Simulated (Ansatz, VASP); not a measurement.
TaN in VASP and in Ansatz

```
Ta N
1.0
     3.15199    0.00000    0.00000
    -1.57600    2.72970    0.00000
     0.00000    0.00000    6.10432
Ta N
2 2
Direct
  0.33333 0.66667 0.02802
  0.66667 0.33333 0.52802
  0.33333 0.66667 0.35198
  0.66667 0.33333 0.85198
```

Alike in both runs: functional PBE; k mesh 18 × 18 × 8; occupations gaussian, width 0.1 eV; no spin polarisation.

Ansatz relaxed the structure, and its values are those at the end. VASP's run is a single point on that final structure, the one shown.

|  | VASP | Ansatz |
| --- | --- | --- |
| version | VASP 6.6.1 | Ansatz 0.2.0 |
| potentials or method | VASP PAW PBE potentials, release 64 (Ta_pv, N), cutoff 520 eV | scalar-relativistic, plane waves, PAW |
| valence electrons in the cell | 32 | 36 |

|  | VASP | Ansatz | Ansatz less VASP |
| --- | --- | --- | --- |
| gap on the k mesh at the Fermi level (eV) | none | none | - |
| pressure (GPa) | 0.5 | 0.0 | -0.54 |
| rms of the force components (eV/Å) | 0.012 | 0.000 | -0.0116 |

A gap of «none» marks a metal or a gap that the smearing closes. VASP's potentials hold 32 valence electrons a cell and Ansatz's 36, so a difference there can come from the potentials and not from the codes.

Neither program's run includes spin-orbit coupling.
